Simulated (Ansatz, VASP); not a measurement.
**Two plane-wave programs on NbTe**

POSCAR

```
NbTe
1.0
    0.0000000000      2.9557230600      2.9557230600
    2.9557230600      0.0000000000      2.9557230600
    5.9114461200      5.9114461200      0.0000000000
Nb Te
2 2
Direct
    0.5000000000      0.5000000000      0.2500000000
    0.5000000000      0.5000000000      0.7500000000
    0.0000000000      0.0000000000      0.0000000000
    0.0000000000      0.0000000000      0.5000000000
```

File INCAR.step1:

```
ALGO     = Normal         # electronic algorithm
EDIFF    = 1E-4           # SCF threshold, eV
ENCUT    = 520            # plane-wave cutoff, eV
GGA      = PE             # functional
ISMEAR   = 0              # smearing method
ISPIN    = 2              # spin polarisation
LASPH    = T              # aspherical terms in the spheres
LCHARG   = F              # write CHGCAR
LMAXMIX  = 4              # l up to which the mixer works
LREAL    = F              # projectors in reciprocal space
LWAVE    = T              # write WAVECAR
MAGMOM   = 2 -2 0 0       # initial moments
NBANDS   = 31             # bands
NELM     = 150            # most SCF steps
PREC     = Accurate       # precision mode
SIGMA    = 0.05           # smearing width, eV
```

File INCAR.step2:

```
ALGO     = Normal         # electronic algorithm
EDIFF    = 1E-7           # SCF threshold, eV
ENCUT    = 520            # plane-wave cutoff, eV
ISIF     = 2              # what is computed and relaxed
ISMEAR   = 0              # smearing method
ISPIN    = 2              # spin polarisation
ISTART   = 1            
LASPH    = T              # aspherical terms in the spheres
LCHARG   = F              # write CHGCAR
LMAXMIX  = 4              # l up to which the mixer works
LMIXTAU  = T            
LORBIT   = 11             # projections on sites
LREAL    = F              # projectors in reciprocal space
LWAVE    = F              # write WAVECAR
MAGMOM   = 2 -2 0 0       # initial moments
METAGGA  = R2SCAN         # meta-GGA
NBANDS   = 31             # bands
NELM     = 150            # most SCF steps
PREC     = Accurate       # precision mode
SIGMA    = 0.05           # smearing width, eV
```

The input KPOINTS:

```
k-points
0
Gamma
  10 10 5
```

Input for Ansatz:

```yaml
crystal:
  lattice:
    - [0.0, 2.95572306, 2.95572306]
    - [2.95572306, 0.0, 2.95572306]
    - [5.91144612, 5.91144612, 0.0]
  atoms:
    - { symbol: Nb, position: [0.5, 0.5, 0.25], spin: 2.0 }
    - { symbol: Te, position: [0.0, 0.0, 0.0] }
    - { symbol: Nb, position: [0.5, 0.5, 0.75], spin: -2.0 }
    - { symbol: Te, position: [0.0, 0.0, 0.5] }
basis:
  ecutwfc: 500
  ecutrho_ratio: 4
kpoints:
  mp_grid: { grid: [10, 10, 5] }
hamiltonian:
  xc: r2scan
scf:
  occupations: { method: gaussian, width: 0.05 }
output:
  forces: true
  stress: true
  eigenvalues: true
  populations: true
  write_density: true
  write_potential: true
  elf: true
  volumetric_format: npy
magnetization:
  spin_polarized: true
```

Alike in both runs: task single point; functional r2SCAN; k mesh 10 × 10 × 5; occupations gaussian, width 0.05 eV; collinear spin.

|  | VASP | Ansatz |
| --- | --- | --- |
| version | VASP 6.6.1 | Ansatz 0.2.0 |
| potentials or method | VASP PAW PBE potentials, release 64 (Nb_sv, Te), cutoff 520 eV | scalar-relativistic, plane waves, PAW |
| valence electrons in the cell | 38 | 58 |

Ansatz gave:

```
gap on the k mesh at the Fermi level (eV)                     : none
pressure (GPa)                                                : -0.7
net moment per atom (μB)                                      : 0.00
size of the moment on the site where the two differ most (μB) : 2.07
```

Task: Which values does VASP return?

Result: gap on the k mesh at the Fermi level (eV): none; pressure (GPa): -0.8; net moment per atom (μB): 0.00; size of the moment on the site where the two differ most (μB): 2.04.

VASP's potentials were made for PBE, not for r2SCAN. Site moments also hang on the region over which each program counts them. A gap of «none» marks a metal or a gap that the smearing closes. With one functional, cell and mesh, what is left measures potentials, basis and numerics. VASP's potentials hold 38 valence electrons a cell and Ansatz's 58, so a difference there can come from the potentials and not from the codes. Ansatz's warnings: stability check not made.

Neither program's run includes spin-orbit coupling.
